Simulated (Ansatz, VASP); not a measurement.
## One calculation of BP, two programs

```xyz
2
Lattice="0.0000 2.1544 2.1544 2.1544 0.0000 2.1544 2.1544 2.1544 0.0000" Properties=species:S:1:pos:R:3 pbc="T T T"
B     0.0000    0.0000    0.0000
P     2.1544    2.1544    2.1544
```

Alike in both runs: task relaxation of cell and atoms; functional PBE; k mesh 16 × 16 × 16; occupations fermi-dirac, width 0.08 eV; no spin polarisation.

```csv
,VASP,Ansatz
version,VASP 6.6.1,Ansatz 0.2.0
potentials or method,"VASP PAW PBE potentials, release 64 (B, P)","PAW with Ansatz's default frozen-core files, scalar-relativistic"
plane-wave cutoff (eV),600,420
valence electrons in the cell,8,8
```

```csv
,VASP,Ansatz,Ansatz less VASP
relaxed volume (Å³/atom),10.06,10.08,+0.014
relaxed cell length with the largest relative difference (Å),3.053,3.055,+0.0014
```
